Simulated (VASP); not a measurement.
# RbAgS2 (P6/mmm) in VASP: notebook, part 2 of 2

VASP 6.6.1. The steps go on from the part before.

## (3) Relaxation of cell and atoms, PBE

This run uses another cell than the first one, of 31.40 Å³/atom, 0.781 times its volume.

INCAR reads:

```
ALGO = Normal
EDIFF = 1E-7
EDIFFG = -0.04
ENCUT = 600
GGA = PE
IBRION = 2
ISIF = 3
ISMEAR = 0
LASPH = True
LCHARG = False
LREAL = False
LWAVE = False
NELM = 100
NSW = 90
PREC = Accurate
SIGMA = 0.1
```

KPOINTS reads:

```
k-points
0
Gamma
  6 6 4
```

POSCAR reads:

```
RbAgS2
1.0
    4.8114575300      0.0000000000      0.0000000000
   -2.4057287600      4.1668444500      0.0000000000
    0.0000000000      0.0000000000      6.2641452600
Rb Ag S
1 1 2
Direct
    0.0000000000      0.0000000000      0.0000000000
    0.0000000000      0.0000000000      0.5000000000
    0.3333333300      0.6666666700      0.0000000000
    0.6666666700      0.3333333300      0.0000000000
```

Potentials or basis: VASP PAW PBE potentials, release 64 (Rb_sv, Ag, S).

The run is started by

```sh
$ cat potpaw_PBE.64/Rb_sv/POTCAR potpaw_PBE.64/Ag/POTCAR potpaw_PBE.64/S/POTCAR > POTCAR
$ mpirun -np 1 vasp_std > vasp.out
```

OUTCAR:

```text
EDIFF = 1E-7
   EDIFFG = -0.04
   ENCUT = 600
   GGA = PE
   IBRION = 2
   ISIF = 3
   ISMEAR = 0
   LASPH = True
   LREAL = False
   NELM = 100
   NSW = 90
   PREC = Accurate

 ion  position               nearest neighbor table
   1  0.000  0.000  0.000-   3 2.78   4 2.78   3 2.78   4 2.78   4 2.78   3 2.78   2 3.13   2 3.13

   2  0.000  0.000  0.500-   1 3.13   1 3.13
   3  0.333  0.667  0.000-   1 2.78   4 2.78   4 2.78   1 2.78   1 2.78   4 2.78
   4  0.667  0.333  0.000-   1 2.78   3 2.78   3 2.78   1 2.78   1 2.78   3 2.78

  LATTYP: Found a hexagonal cell.
 ALAT       =     4.8114575300
 C/A-ratio  =     1.3019225923

  Lattice vectors:

 A1 = (   4.8114575300,   0.0000000000,   0.0000000000)
 A2 = (  -2.4057287600,   4.1668444500,   0.0000000000)
 A3 = (   0.0000000000,   0.0000000000,   6.2641452600)

Analysis of symmetry for initial positions (statically):
=====================================================================
 Subroutine PRICEL returns:
 Original cell was already a primitive cell.

 Routine SETGRP: Setting up the symmetry group for a
 hexagonal supercell.

 Subroutine GETGRP returns: Found 24 space group operations
 (whereof 24 operations were pure point group operations)
 out of a pool of 24 trial point group operations.

The static configuration has the point symmetry D_6h.

Analysis of symmetry for dynamics (positions and initial velocities):
=====================================================================
 Subroutine PRICEL returns:
 Original cell was already a primitive cell.

 Routine SETGRP: Setting up the symmetry group for a
 hexagonal supercell.

 Subroutine GETGRP returns: Found 24 space group operations
 (whereof 24 operations were pure point group operations)
 out of a pool of 24 trial point group operations.

The dynamic configuration has the point symmetry D_6h.

 Subroutine INISYM returns: Found 24 space group operations
 (whereof 24 operations are pure point group operations),
 and found     1 'primitive' translations

[... 120 lines left out ...]
   LHFCALC =     F    Hartree Fock is set to
   AEXX    =    0.0000 exact exchange contribution
   IVDW    =     0    specifies the selected vdW correction
   LEPSILON=     F    determine dielectric tensor
   LRPA    =     F    only Hartree local field effects (RPA)
 conjugate gradient relaxation of ions
 non-spin polarized calculation
 Gauss-broadening in eV      SIGMA  =   0.10
  energy-cutoff  :      600.00
  volume of cell :      125.59
 maximum number of plane-waves:      4243
 NGX is ok and might be reduce to    40
   NGX = 19   NGY = 19   NGZ = 25

--------------------------------------- Ionic step        1  -------------------------------------------

 number of electron      31.9999999 magnetization

 Free energy of the ion-electron system (eV)
  ---------------------------------------------------
  ext. energy  EPLUGINS =         0.00000000
  ---------------------------------------------------
  free energy    TOTEN  =        -7.81843892 eV

  energy without entropy =       -7.80079402  energy(sigma->0) =       -7.80961647

------------------------ aborting loop because EDIFF is reached ----------------------------------------

  FORCE on cell =-STRESS in cart. coord.  units (eV):
  Direction    XX          YY          ZZ          XY          YZ          ZX
  --------------------------------------------------------------------------------------
  -------------------------------------------------------------------------------------
  Total        6.9519341      6.9519341      0.9488019      0.0000000      0.0000000     -0.0000000
  in kB       88.6891445     88.6891445     12.1043193      0.0000001      0.0000000     -0.0000000
  external PRESSURE =      63.1608694 kB  Pullay stress =       0.0000000 kB
[... 177 lines left out ...]
--------------------------------------- Ionic step        6  -------------------------------------------

 number of electron      31.9999994 magnetization

 E-fermi :   0.0337     XC(G=0):  -7.1939

 val. band max:        0.0205992872   @ k =   0.3333   0.0000   0.0000
 cond. band min:       0.0346860248   @ k =   0.5000   0.0000   0.0000
 fundamental gap:      0.0140867375
 Fermi energy:         0.0337229551

 k-point     1 :       0.0000    0.0000    0.0000
  band No.  band energies     occupation
      1     -25.8059      2.00000
      2     -11.9180      2.00000
      3     -10.1817      2.00000
      4     -10.1723      2.00000
      5     -10.0631      2.00000
      6     -10.0631      2.00000
[... 547 lines left out ...]
--------------------------------------- Ionic step        8  -------------------------------------------

 number of electron      31.9999994 magnetization

 Free energy of the ion-electron system (eV)
  ---------------------------------------------------
  ext. energy  EPLUGINS =         0.00000000
  ---------------------------------------------------
  free energy    TOTEN  =        -8.41639567 eV

  energy without entropy =       -8.38791396  energy(sigma->0) =       -8.40215481

 E-fermi :  -0.2585     XC(G=0):  -6.9202

 val. band max:       -0.2650181363   @ k =   0.5000   0.0000   0.0000
 cond. band min:      -0.2577567065   @ k =   0.3333   0.1667   0.0000
 fundamental gap:      0.0072614298
 Fermi energy:        -0.2584916776

 k-point     1 :       0.0000    0.0000    0.0000
  band No.  band energies     occupation
      1     -26.0004      2.00000
      2     -12.2067      2.00000
      3     -10.4589      2.00000
      4     -10.3010      2.00000
      5     -10.2763      2.00000
      6     -10.2763      2.00000
[... 503 lines left out ...]
  FREE ENERGIE OF THE ION-ELECTRON SYSTEM (eV)
  ---------------------------------------------------
  free  energy   TOTEN  =        -8.4163956716 eV

  energy  without entropy=       -8.3879139551  energy(sigma->0) =       -8.40215481

 reached required accuracy - stopping structural energy minimisation
```

CONTCAR:

```text
RbAgS2
   1.00000000000000
     5.2650003069696778    0.0000000005484091   -0.0000000000000000
    -2.6325001475385874    4.5596240162248067    0.0000000000000000
    -0.0000000000000000    0.0000000000000000    6.8472972733881248
  Rb              Ag              S
     1     1     2
Direct
     0.0000000000000000    0.0000000000000000    1.0000000000000000
     0.0000000000000000    0.0000000000000000    0.5000000000000000
     0.3333333300000021    0.6666666699999979    0.0000000000000000
     0.6666666699999979    0.3333333300000021    1.0000000000000000

  0.00000000E+00  0.00000000E+00  0.00000000E+00
  0.00000000E+00  0.00000000E+00  0.00000000E+00
  0.00000000E+00  0.00000000E+00  0.00000000E+00
  0.00000000E+00  0.00000000E+00  0.00000000E+00
```

Run time: 5.3 min. Hardware: 1 thread of Intel Xeon 6975P-C (Granite Rapids), shared host; peak memory 0.31 GiB.

What came out:

```
Free energy                            : -8.4164 eV
Relaxed volume                         : 41.09 Å³/atom
Relaxed cell                           : a = 5.265 Å, b = 5.265 Å, c = 6.847 Å, α = 90.00°, β = 90.00°, γ = 120.00°
Space group after relaxing (to 0.05 Å) : P6/mmm (No. 191)
Energy gained by relaxing              : 149.5 meV/atom
Ionic steps                            : 8
Pressure after relaxing                : 0.0 GPa
Band gap on the k mesh                 : zero (band 16 reaches -0.08 eV, above the bottom of band 17 at -0.37 eV)
```

The path:
```csv
step,energy change (eV),largest force (eV/Å),pressure (GPa),volume (Å³)
1,0.0000,0.0000,6.32,125.59
2,-0.5728,0.0000,0.71,149.22
3,-0.5804,0.0000,0.01,155.07
4,-0.5817,0.0000,0.18,153.45
5,-0.5816,0.0000,0.25,152.86
6,-0.5862,0.0000,0.22,154.02
7,-0.5953,0.0000,0.14,157.48
8,-0.5980,0.0000,0.04,164.38
```

Final structure:
```
Rb Ag S
1.0
     5.26500    0.00000    0.00000
    -2.63250    4.55962    0.00000
     0.00000    0.00000    6.84730
Rb Ag S
1 1 2
Direct
  0.00000 0.00000 0.00000
  0.00000 0.00000 0.50000
  0.33333 0.66667 0.00000
  0.66667 0.33333 0.00000
```

Caveat: the volume moved by over 15 % at a fixed basis, so the end points are rough.

## (4) Single point, PBE

This run uses another cell than the first one, of 31.40 Å³/atom, 0.781 times its volume.

INCAR reads:

```
ALGO = Normal
EDIFF = 1E-6
ENCUT = 520
GGA = PE
ISIF = 2
ISMEAR = 0
LASPH = True
LCHARG = False
LREAL = False
LWAVE = False
NBANDS = 24
NELM = 100
PREC = Accurate
SIGMA = 0.1
```

KPOINTS is that of step 3.

POSCAR is that of step 3.

The run is started by

```sh
$ cat potpaw_PBE.64/Rb_sv/POTCAR potpaw_PBE.64/Ag/POTCAR potpaw_PBE.64/S/POTCAR > POTCAR
$ mpirun -np 1 vasp_std > vasp.out
```

It took 32 s on 1 thread of AMD EPYC 9R45 (Zen 5), shared host; peak memory 0.24 GiB.

It converged, with:

```yaml
Free_energy: -7.8185 eV
Pressure: 6.3 GPa
Band_gap_on_the_k_mesh: zero (band 16 reaches 1.67 eV, above the bottom of band 17 at 1.12 eV)
```

Stress tensor (GPa, compression positive):
```
8.86 0.00 0.00
0.00 8.86 0.00
0.00 0.00 1.21
```

Levels at points of the mesh, in eV from the Fermi level:
| k point | band 13 | band 14 | band 15 | band 16 | band 17 | band 18 | band 19 | band 20 |
| --- | --- | --- | --- | --- | --- | --- | --- | --- |
| (0.00, 0.00, 0.00) | -3.46 | -2.31 | -1.21 | 0.14 | 1.41 | 1.41 | 5.87 | 6.88 |
| (0.50, 0.00, 0.00) | -2.50 | -1.87 | -0.94 | 0.01 | 0.36 | 0.48 | 2.63 | 5.50 |
| (0.00, 0.00, 0.50) | -3.49 | -2.63 | 0.12 | 0.25 | 1.43 | 1.43 | 2.85 | 5.34 |
| (0.50, 0.00, 0.50) | -2.47 | -2.20 | -1.06 | 0.37 | 0.48 | 0.78 | 3.60 | 3.80 |

## (5) Summary

```tsv
task	cell	cutoff (eV)	gap on the mesh (eV)	pressure (GPa)
single point	a = 5.277, b = 5.277, c = 6.668 Å, angles 90.0, 90.0, 120.0°, 4 atoms	520	none	0.0
relaxation of cell and atoms	relaxed from a = 4.811, b = 4.811, c = 6.264 Å, angles 90.0, 90.0, 120.0°, 4 atoms	600	none	0.0
single point	a = 4.811, b = 4.811, c = 6.264 Å, angles 90.0, 90.0, 120.0°, 4 atoms	520	none	6.3
```

Alike in all rows: level PBE; potentials or basis VASP PAW PBE potentials, release 64 (Rb_sv, Ag, S); no spin polarisation; k mesh 6 × 6 × 4; smearing gaussian 0.1 eV.

Caveats: the volume moved by over 15 % at a fixed basis, so the end points are rough (some runs).

Total energies depend on the potentials used, so only differences within one code and one set of settings carry meaning.
